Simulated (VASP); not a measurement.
Input of a VASP 6.6.1 run:

Contents of INCAR:

```
SYSTEM = BeS
PREC = Accurate ; ENCUT = 520
EDIFF = 1E-7 ; ISMEAR = 1
SIGMA = 0.025 ; LREAL = .FALSE.
LASPH = .TRUE. ; NELM = 150
ALGO = Normal ; ISIF = 2
LWAVE = .FALSE. ; LCHARG = .TRUE.
ISPIN = 2 ; MAGMOM = 1 0
LORBIT = 11 ; NUPDOWN = 1.0
GGA = PS ; IVDW = 13
LELF = .TRUE. ; LVHAR = .TRUE.
NBANDS = 15
```

Contents of KPOINTS:

```
regular mesh
0
G
  9 9 9
  0 0 0
```

POSCAR

```
BeS
1.0
    0.0000000000      2.4569115543      2.4569115543
    2.4569115543      0.0000000000      2.4569115543
    2.4569115543      2.4569115543      0.0000000000
S Be
1 1
Direct
    0.7500000000      0.7500000000      0.7500000000
    0.0000000000      0.0000000000      0.0000000000
```

Potentials or basis: VASP PAW PBE potentials, release 64 (S, Be).

The run is started by

```sh
$ cat potpaw_PBE.64/S/POTCAR potpaw_PBE.64/Be/POTCAR > POTCAR
$ mpirun -np 1 vasp_std > vasp.out
```

(1) Estimate the dispersion energy per atom.

(2) Estimate the pressure.

Results:

(1) -0.142 eV.

(2) -2.9 GPa.

Caveat: the PAW data sets were made with another functional, which shifts forces and pressure a little; the total moment is fixed, so each spin has its own Fermi level.
